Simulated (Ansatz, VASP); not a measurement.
Given: the input of a run of VASP 6.6.1 on TiAl3.

File INCAR:

```
PREC = Accurate
ENCUT = 520
EDIFF = 1E-7
ISMEAR = -1
SIGMA = 0.05
LREAL = False
LASPH = True
NELM = 80
ALGO = Normal
ISIF = 2
LWAVE = False
LCHARG = True
GGA = CA
LELF = True
LVHAR = True
NBANDS = 18
```

File KPOINTS:

```
regular mesh
0
Gamma
  9 6 6
```

The input POSCAR:

```
TiAl3
1.0
    2.8012982818      0.0000000000      0.0000000000
    0.0000000000      4.6179959200      0.0000000000
    0.0000000000      0.0000000000      4.8345076374
Ti Al
1 3
Direct
    0.0000000000      0.5000000000      0.1659160000
    0.0000000000      0.0000000000      0.8359000000
    0.5000000000      0.0000000000      0.3309120000
    0.5000000000      0.5000000000      0.6672710000
```

Potentials or basis: VASP PAW LDA potentials, release 64 (Ti_sv, Al).

Command:

```console
$ cat potpaw_LDA.64/Ti_sv/POTCAR potpaw_LDA.64/Al/POTCAR > POTCAR
$ mpirun -np 1 vasp_std > vasp.out
```

Q: Set up the same calculation for Ansatz 0.2.0. Potentials there: all-electron LAPW, scalar-relativistic.

A: As run (the cutoff follows the program's own potentials):

input.yaml

```yaml
crystal:
  lattice:
    - [2.8012982818, 0.0, 0.0]
    - [0.0, 4.61799592, 0.0]
    - [0.0, 0.0, 4.8345076374]
  atoms:
    - { symbol: Ti, position: [0.0, 0.5, 0.165916] }
    - { symbol: Al, position: [0.0, 0.0, 0.8359] }
    - { symbol: Al, position: [0.5, 0.0, 0.330912] }
    - { symbol: Al, position: [0.5, 0.5, 0.667271] }
kpoints:
  mp_grid: { grid: [9, 6, 6] }
scf:
  occupations: { method: fermi_dirac, width: 0.05 }
hamiltonian:
  xc: lda
  pseudopotentials: { kind: all_electron, lapw: { basis_error: 0.002 } }
output:
  forces: true
  stress: true
  eigenvalues: true
```

Potentials or basis: all-electron LAPW, scalar-relativistic.

Command:

```console
$ ansatz run input.yaml --threads 2 --pin off --max-ram 8192MiB --backend cpu --events-out ev --progress --plain --runs-dir out
```

Both were run:

|  | VASP | Ansatz | Ansatz less VASP |
| --- | --- | --- | --- |
| gap on the k mesh at the Fermi level (eV) | none | none | - |
| pressure (GPa) | -1.0 | -1.2 | -0.15 |
| traceless stress, the component that is largest in VASP (GPa) | -2.23 | -2.23 | -0.003 |
| rms of the force components (eV/Å) | 0.024 | 0.025 | +0.0006 |

LDA's correlation is that of Perdew and Zunger in VASP and of Perdew and Wang (1992) in Ansatz. Atom by atom the forces differ by 0.001 eV/Å (rms over components). A gap of «none» marks a metal or a gap that the smearing closes. Ansatz ran all-electron here, and VASP with PAW potentials.
